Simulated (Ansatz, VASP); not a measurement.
## Hf3ZrS8 in VASP and in Ansatz

```
Zr Hf S
1.0
    -6.32993   -0.00118    0.05677
     0.06535   -0.02420   -6.71346
    -0.00115   -7.36277   -0.02414
Zr Hf S
1 3 8
Cartesian
  -3.0977 -0.0263 -6.6831
  -6.2654 -1.8692 -6.6639
  -3.0996 -3.7078 -6.7027
  -6.2639 -5.5450 -6.6698
  -2.0303 -1.8835 -5.2595
  -5.1982 -3.7093 -5.2397
  -2.0318 -5.5359 -5.2694
  -5.2185 -0.0318 -5.2225
  -1.0472 0.0065 -1.4319
  -4.2363 -1.8468 -1.4112
  -1.0654 -3.6788 -1.4432
  -4.2376 -5.5064 -1.4221
```

Change from the starting cell: cell x1, atoms moved at random (sigma 0.05 Å) and cell strained at random (1.5 %), then relaxed without symmetry.

Alike in both runs: functional PBE; k mesh 2 × 2 × 2; occupations gaussian, width 0.1 eV; no spin polarisation.

Ansatz relaxed the structure, and its values are those at the end. VASP's run is a single point on that final structure, the one shown.

|  | VASP | Ansatz |
| --- | --- | --- |
| version | VASP 6.6.1 | Ansatz 0.2.0 |
| potentials or method | VASP PAW PBE potentials, release 64 (Zr_sv, Hf_pv, S), cutoff 520 eV | scalar-relativistic, plane waves, PAW |
| valence electrons in the cell | 90 | 138 |

VASP gave:

- gap on the k mesh at the Fermi level (eV): 1.18
- least direct gap on the mesh (eV): 1.23
- pressure (GPa): -0.3
- rms of the force components (eV/Å): 0.022

Q: What did Ansatz give for the same quantities?

A: gap on the k mesh at the Fermi level (eV): 1.17; least direct gap on the mesh (eV): 1.22; pressure (GPa): 0.1; rms of the force components (eV/Å): 0.008.

With one functional, cell and mesh, what is left measures potentials, basis and numerics. VASP's potentials hold 90 valence electrons a cell and Ansatz's 138, so a difference there can come from the potentials and not from the codes.

The k mesh is coarse, so the values compare programs but aren't converged. Spin-orbit coupling is off throughout.
